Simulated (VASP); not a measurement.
AgBr:

```
Ag Br
1.0
     0.00000    2.87015    2.87015
     2.87015    0.00000    2.87015
     2.87015    2.87015    0.00000
Ag Br
1 1
Cartesian
  0.0000 0.0000 0.0000
  2.8702 2.8702 2.8702
```

Base run:

* Program: VASP 6.6.1
* Functional: PBE
* Potentials or basis: VASP PAW PBE potentials, release 64 (Ag, Br)
* Cutoff: 500 eV
* k mesh: 8 × 8 × 8
* Occupations: gaussian, width 0.025 eV
* Spin: no spin polarisation

Its results: band gap on the k mesh 0.67 eV, indirect (least direct gap 2.61 eV); pressure 2.3 GPa.

**Question.** After a change of settings the same cell gave: band gap on the k mesh 0.67 eV, indirect (least direct gap 2.61 eV); pressure -0.3 GPa. Which change was it?
A. occupations from gaussian, width 0.025 eV to fermi-dirac, width 0.05 eV; dispersion from none to D3(BJ)
B. occupations from gaussian, width 0.025 eV to gaussian, width 0.014 eV
C. functional from PBE to BLYP; occupations from gaussian, width 0.025 eV to fermi-dirac, width 0.05 eV
D. k mesh from 8 × 8 × 8 to 6 × 6 × 6; occupations from gaussian, width 0.025 eV to fermi-dirac, width 0.05 eV

**Answer.** A.
